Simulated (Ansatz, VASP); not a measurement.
TiO2: VASP beside Ansatz

File INCAR:

```
SYSTEM = TiO2
  ALGO = Normal
  EDIFF = 1E-6
  ENCUT = 520
  GGA = PS
  ISIF = 2
  ISMEAR = 0
  LASPH = .TRUE.
  LCHARG = .FALSE.
  LREAL = .FALSE.
  LWAVE = .FALSE.
  NBANDS = 33
  NELM = 60
  PREC = Accurate
  SIGMA = 0.01
```

KPOINTS

```
k-points
0
G
  6 6 8
  0 0 0
```

POSCAR

```
TiO2
1.0
    4.5171193679      0.0000000000      0.0000000000
    0.0000000000      4.5171193679      0.0000000000
    0.0000000000      0.0000000000      2.9159600237
Ti O
2 4
Direct
    0.0000000000      0.0000000000      0.0000000000
    0.5000000000      0.5000000000      0.5000000000
    0.3031711543      0.3031711543      0.0000000000
    0.1968288457      0.8031711543      0.5000000000
    0.6968288457      0.6968288457      0.0000000000
    0.8031711543      0.1968288457      0.5000000000
```

Input for Ansatz:

```yaml
crystal:
  lattice:
    - [4.51711936787, 0.0, 0.0]
    - [0.0, 4.51711936787, 0.0]
    - [0.0, 0.0, 2.91596002372]
  atoms:
    - { symbol: Ti, position: [0.0, 0.0, 0.0] }
    - { symbol: Ti, position: [0.5, 0.5, 0.5] }
    - { symbol: O, position: [0.303171154254, 0.303171154254, 0.0] }
    - { symbol: O, position: [0.196828845746, 0.803171154254, 0.5] }
    - { symbol: O, position: [0.696828845746, 0.696828845746, 0.0] }
    - { symbol: O, position: [0.803171154254, 0.196828845746, 0.5] }
kpoints:
  mp_grid: { grid: [6, 6, 8] }
scf:
  occupations: { method: fixed }
  convergence: { dr2_threshold: 1.0e-10 }
hamiltonian:
  xc: pbesol
  pseudopotentials: { kind: all_electron, lapw: { basis_error: 0.0005 } }
output:
  forces: true
  stress: true
  eigenstates:
    kpoints:
      - [0.0, 0.0, 0.0]
      - [0.5, 0.5, 0.0]
      - [0.0, 0.5, 0.5]
      - [0.5, 0.0, 0.5]
      - [0.0, 0.0, -0.5]
      - [-0.5, -0.5, -0.5]
      - [0.0, -0.5, 0.0]
      - [-0.5, 0.0, 0.0]
  eigenvalues: true
```

Alike in both runs: task single point; functional PBEsol; k mesh 6 × 6 × 8; no spin polarisation.

```csv
,VASP,Ansatz
version,VASP 6.6.1,Ansatz 0.2.0
potentials or method,"VASP PAW PBE potentials, release 64 (Ti_sv, O), cutoff 520 eV","all-electron LAPW, scalar-relativistic"
occupations,"gaussian, width 0.01 eV",fixed
```

```tsv
	VASP	Ansatz	Ansatz less VASP
gap on the k mesh at the Fermi level (eV)	1.87	1.90	+0.024
pressure (GPa)	10.7	10.0	-0.77
traceless stress, the component that is largest in VASP (GPa)	0.17	0.00	-0.171
rms of the force components (eV/Å)	0.010	0.001	-0.0092
```

VASP's potentials were made for PBE, not for PBEsol. Atom by atom the forces differ by 0.011 eV/Å (rms over components). Ansatz ran all-electron here, and VASP with PAW potentials. Ansatz's warnings: metallic iterate.
